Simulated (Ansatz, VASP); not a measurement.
## One calculation of BN, two programs

```
B N
1.0
     0.00000    1.80800    1.80800
     1.80800    0.00000    1.80800
     1.80800    1.80800    0.00000
B N
1 1
Direct
  0.00000 0.00000 0.00000
  0.25000 0.25000 0.25000
```

Alike in both runs: task single point; functional PBEsol; k mesh 10 × 10 × 10; no spin polarisation.

```csv
,VASP,Ansatz
version,VASP 6.6.1,Ansatz 0.2.0
potentials or method,"VASP PAW PBE potentials, release 64 (B, N), cutoff 600 eV","scalar-relativistic, plane waves, PAW"
occupations,"gaussian, width 0.01 eV",fixed
valence electrons in the cell,8,8
```

```csv
,VASP,Ansatz,Ansatz less VASP
gap on the k mesh at the Fermi level (eV),4.28,4.28,+0.008
least direct gap on the mesh (eV),8.76,8.76,+0.003
```

VASP's potentials were made for PBE, not for PBEsol, and Ansatz warns of the same on its side.
